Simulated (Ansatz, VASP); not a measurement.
**One calculation of CdTe, two programs**

INCAR

```
SYSTEM = CdTe
PREC = Accurate
ENCUT = 520
EDIFF = 1E-6
ISMEAR = 0
SIGMA = 0.05
LREAL = .FALSE.
LASPH = .TRUE.
NELM = 60
ALGO = Normal
ISIF = 2
LWAVE = .FALSE.
LCHARG = .FALSE.
GGA = PE
NBANDS = 16
```

Contents of KPOINTS:

```
Automatic mesh
0
G
  10 10 10
  0 0 0
```

Contents of POSCAR:

```
CdTe
1.0
    0.0000000000      3.2094260826      3.3086866831
    3.2094260826      0.0000000000      3.3086866831
    3.2094260826      3.2094260826      0.0000000000
Cd Te
1 1
Direct
    0.0000000000      0.0000000000      0.0000000000
    0.7500000000      0.7500000000      0.7500000000
```

Input for Ansatz:

```yaml
crystal:
  lattice:
    - [0.0, 3.2094260826, 3.3086866831]
    - [3.2094260826, 0.0, 3.3086866831]
    - [3.2094260826, 3.2094260826, 0.0]
  atoms:
    - { symbol: Cd, position: [0.0, 0.0, 0.0] }
    - { symbol: Te, position: [0.75, 0.75, 0.75] }
basis:
  ecutwfc: 420
kpoints:
  mp_grid: { grid: [10, 10, 10] }
hamiltonian:
  xc: pbe
scf:
  occupations: { method: gaussian, width: 0.05 }
output:
  forces: true
  stress: true
  eigenvalues: true
```

Change from the starting cell: strain -0.030 along x and y, +0.000 along z, atoms carried along.

Alike in both runs: task single point; functional PBE; k mesh 10 × 10 × 10; occupations gaussian, width 0.05 eV; no spin polarisation.

|  | VASP | Ansatz |
| --- | --- | --- |
| version | VASP 6.6.1 | Ansatz 0.2.0 |
| potentials or method | VASP PAW PBE potentials, release 64 (Cd, Te), cutoff 520 eV | scalar-relativistic, plane waves, PAW |
| valence electrons in the cell | 18 | 36 |

VASP gave:

* gap on the k mesh at the Fermi level (eV): 0.73
* least direct gap on the mesh (eV): 0.73
* pressure (GPa): 2.6
* traceless stress, the component that is largest in VASP (GPa): -0.32

Task: What did Ansatz give for the same quantities?

Result: gap on the k mesh at the Fermi level (eV): 0.73; least direct gap on the mesh (eV): 0.73; pressure (GPa): 2.5; traceless stress, the component that is largest in VASP (GPa): -0.32.

VASP's potentials hold 18 valence electrons a cell and Ansatz's 36, so a difference there can come from the potentials and not from the codes.

Neither program's run includes spin-orbit coupling.
